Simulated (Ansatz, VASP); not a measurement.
## Two plane-wave programs on Cd4SeS3

```
Cd Se S
1.0
     5.74201    0.00000    0.00000
     0.00000    5.74201    0.00000
     0.00000    0.00000    5.74201
Cd Se S
4 1 3
Direct
  0.24348 0.75652 0.24348
  0.24348 0.24348 0.75652
  0.75652 0.75652 0.75652
  0.75652 0.24348 0.24348
  0.50000 0.50000 0.50000
  0.50000 0.00000 0.00000
  0.00000 0.00000 0.50000
  0.00000 0.50000 0.00000
```

Alike in both runs: functional PBE; k mesh 6 × 6 × 6; occupations gaussian, width 0.02 eV; no spin polarisation.

Ansatz relaxed the structure, and its values are those at the end. VASP's run is a single point on that final structure, the one shown.

|  | VASP | Ansatz |
| --- | --- | --- |
| version | VASP 6.6.1 | Ansatz 0.2.0 |
| potentials or method | VASP PAW PBE potentials, release 64 (Cd, Se, S), cutoff 520 eV | scalar-relativistic, plane waves, PAW |
| valence electrons in the cell | 72 | 114 |

```csv
,VASP,Ansatz,Ansatz less VASP
gap on the k mesh at the Fermi level (eV),1.14,1.13,-0.007
least direct gap on the mesh (eV),1.14,1.13,-0.007
pressure (GPa),9.3,8.8,-0.50
```

VASP's potentials hold 72 valence electrons a cell and Ansatz's 114, so a difference there can come from the potentials and not from the codes. Ansatz's warnings: stress scf threshold loose.
